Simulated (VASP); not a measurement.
Al18N19 (a cell with a defect): single point with PBE

System: Al18N19 (a cell with a defect).

```
CELL_PARAMETERS angstrom
4.69531 -2.71084 -5.01802
-4.69531 -2.71084 -5.01802
0.00000 5.42167 -5.01802
ATOMIC_POSITIONS crystal
Al 0.28316 0.28297 0.94290
Al 0.94420 0.28296 0.28188
Al 0.63705 0.94198 0.94089
Al 0.59970 0.29055 0.59841
Al 0.28316 0.94399 0.28188
Al 0.94218 0.63687 0.94089
Al 0.94217 0.94197 0.63582
Al 0.59971 0.59951 0.28945
Al 0.29075 0.59949 0.59841
Al 0.89010 0.19780 0.88882
Al 0.55569 0.22058 0.21950
Al 0.19802 0.88990 0.88881
Al 0.22079 0.22058 0.55439
Al 0.89012 0.88991 0.19670
Al 0.56198 0.56177 0.89024
Al 0.56199 0.89133 0.56069
Al 0.22079 0.55548 0.21950
Al 0.89154 0.56178 0.56069
N 0.16377 0.16357 0.81191
N 0.81320 0.16356 0.16248
N 0.48420 0.82126 0.82018
N 0.47812 0.15290 0.47683
N 0.16377 0.81299 0.16248
N 0.82146 0.48400 0.82018
N 0.82147 0.82126 0.48292
N 0.47813 0.47792 0.15181
N 0.15311 0.47791 0.47683
N 0.09477 0.43355 0.09349
N 0.76240 0.43364 0.43255
N 0.43375 0.09457 0.09349
N 0.43384 0.43364 0.76111
N 0.09477 0.09457 0.43248
N 0.73555 0.73537 0.11837
N 0.73553 0.11946 0.73427
N 0.43384 0.76220 0.43255
N 0.11966 0.73532 0.73426
N 0.92793 0.92771 0.92660
```

```
Program                : VASP 6.6.1
Task                   : single point
Functional             : PBE
Potentials or basis    : VASP PAW PBE potentials, release 64 (Al, N)
Cutoff                 : 520 eV
k mesh                 : 2 × 2 × 2, shifted
Occupations            : gaussian, width 0.02 eV
Spin                   : no spin polarisation
Dipole correction      : no
Charge                 : -3
Further INCAR settings : LREAL = Auto; ALGO = Normal; EDIFF = 1e-06; NBANDS = 98; NELECT = 152.0
```

The largest force is 0.032 eV/Å.

Forces in eV/Å, atoms in the order of the input:
```
Al   0.000 -0.006 -0.004
Al  -0.003  0.002 -0.004
Al   0.003 -0.001  0.006
Al  -0.027 -0.015 -0.002
Al   0.004  0.002 -0.003
Al  -0.004 -0.001  0.006
Al   0.000  0.001  0.007
Al   0.000  0.031 -0.002
Al   0.028 -0.016 -0.002
Al  -0.006 -0.001  0.003
Al   0.000  0.001 -0.003
Al   0.005  0.000  0.002
Al   0.000 -0.001 -0.004
Al  -0.001  0.004  0.004
Al  -0.001 -0.002  0.008
Al   0.004  0.001  0.007
Al   0.002  0.000 -0.003
Al  -0.002  0.003  0.007
N    0.000  0.011  0.005
N    0.009 -0.006  0.005
N   -0.002  0.001 -0.004
N    0.004  0.002 -0.005
N   -0.009 -0.006  0.005
N    0.002  0.001 -0.004
N    0.000 -0.004 -0.004
N    0.000 -0.005 -0.005
N   -0.005  0.002 -0.005
N    0.003  0.002  0.007
N   -0.001  0.000  0.004
N   -0.003  0.002  0.007
N    0.000  0.000  0.004
N    0.000 -0.003  0.007
N    0.000 -0.029 -0.013
N    0.025  0.014 -0.014
N    0.000  0.000  0.004
N   -0.025  0.014 -0.014
N   -0.001  0.001  0.000
```

Levels at points of the mesh, in eV from the Fermi level:
| k point | band 73 | band 74 | band 75 | band 76 | band 77 | band 78 | band 79 | band 80 |
| --- | --- | --- | --- | --- | --- | --- | --- | --- |
| (0.25, 0.25, 0.25) | -1.80 | -0.68 | -0.20 | -0.20 | 2.72 | 3.49 | 3.56 | 3.69 |

Run time: 2.5 min on 1 thread of Intel(R) Xeon(R) 6975P-C (Granite Rapids) (shared host), peak memory 0.44 GiB.

Caveat: the cell carries a net charge on a neutralising background, which shifts energy and pressure; the cell is charged against a uniform background, so pressure and absolute levels hang on convention.
